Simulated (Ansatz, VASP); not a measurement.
One calculation of GaSb2, two programs

Contents of INCAR:

```
SYSTEM = GaSb2
PREC = Accurate ; ENCUT = 600
EDIFF = 1E-6 ; ISMEAR = 0
SIGMA = 0.1 ; LREAL = .FALSE.
LASPH = .TRUE. ; NELM = 100
ALGO = Normal ; ISIF = 3
LWAVE = .FALSE. ; LCHARG = .FALSE.
GGA = PE ; IBRION = 2
NSW = 100 ; EDIFFG = -0.01
```

The input KPOINTS:

```
regular mesh
0
G
  18 18 6
  0 0 0
```

POSCAR

```
GaSb2
1.0
    3.3364126961      0.0000000000      0.0000000000
   -1.6682063481      2.8894181523      0.0000000000
    0.0000000000      0.0000000000      7.9956639160
Ga Sb
1 2
Direct
    0.0000000000      0.0000000000      0.0000000000
    0.3333333333      0.6666666667      0.7039253694
    0.6666666667      0.3333333333      0.2960746306
```

Input for Ansatz:

```yaml
crystal:
  lattice:
    - [3.3364126961, 0.0, 0.0]
    - [-1.6682063481, 2.8894181523, 0.0]
    - [0.0, 0.0, 7.995663916]
  atoms:
    - { symbol: Ga, position: [0.0, 0.0, 0.0] }
    - { symbol: Sb, position: [0.3333333333, 0.6666666667, 0.7039253694] }
    - { symbol: Sb, position: [0.6666666667, 0.3333333333, 0.2960746306] }
basis:
  ecutwfc: 420
kpoints:
  mp_grid: { grid: [18, 18, 6] }
hamiltonian:
  xc: pbe
scf:
  occupations: { method: gaussian, width: 0.1 }
output:
  forces: true
  stress: true
  eigenvalues: true
relax:
  adjacent_minimum: "off"
  f_tol: 0.01
  max_steps: 80
  cell: { stress_tol: 0.05 }
```

Change from the starting cell: species swapped into the ZnCu2 type (P-3m1, No. 164).

Alike in both runs: task relaxation of cell and atoms; functional PBE; k mesh 18 × 18 × 6; occupations gaussian, width 0.1 eV; no spin polarisation.

|  | VASP | Ansatz |
| --- | --- | --- |
| version | VASP 6.6.1 | Ansatz 0.2.0 |
| potentials or method | VASP PAW PBE potentials, release 64 (Ga_d, Sb), cutoff 600 eV | scalar-relativistic, plane waves, PAW |
| valence electrons in the cell | 23 | 43 |

```tsv
	VASP	Ansatz	Ansatz less VASP
gap on the k mesh at the Fermi level, each at its own relaxed structure (eV)	none	none	-
relaxed volume (Å³/atom)	25.87	25.92	+0.049
relaxed cell length with the largest relative difference (Å)	3.386	3.390	+0.0040
```

A gap of «none» marks a metal or a gap that the smearing closes. VASP's potentials hold 23 valence electrons a cell and Ansatz's 43, so a difference there can come from the potentials and not from the codes.

Neither program's run includes spin-orbit coupling.
